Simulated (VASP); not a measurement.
A run of VASP 6.6.1:

File INCAR:

```
SYSTEM = TiRh
  ALGO = Fast
  EDIFF = 1E-6
  ENCUT = 520
  GGA = PS
  ISIF = 2
  ISMEAR = 0
  LASPH = .TRUE.
  LCHARG = .FALSE.
  LREAL = .FALSE.
  LWAVE = .FALSE.
  NBANDS = 20
  NELM = 80
  PREC = Accurate
  SIGMA = 0.15
```

File KPOINTS:

```
k-points
0
G
  16 16 14
  0 0 0
```

File POSCAR:

```
TiRh
1.0
    3.0627000000      0.0000000000      0.0000000000
    0.0000000000      3.0627000000      0.0000000000
    0.0000000000      0.0000000000      3.2662500000
Ti Rh
1 1
Direct
    0.5000000000      0.5000000000      0.5000000000
    0.0000000000      0.0000000000      0.0000000000
```

Potentials or basis: VASP PAW PBE potentials, release 64 (Ti_sv, Rh_pv).

Command:

```bash
$ cat potpaw_PBE.64/Ti_sv/POTCAR potpaw_PBE.64/Rh_pv/POTCAR > POTCAR
$ mpirun -np 1 vasp_std > vasp.out
```

Hardware: 1 thread of Intel(R) Xeon(R) 6975P-C (Granite Rapids), with other jobs on the host.

Question: Estimate the wall time of this run.

Answer: Run time: 110 s on 1 thread of Intel(R) Xeon(R) 6975P-C (Granite Rapids) (shared host), peak memory 0.32 GiB. Counts: scf iterations 31, k points 360.
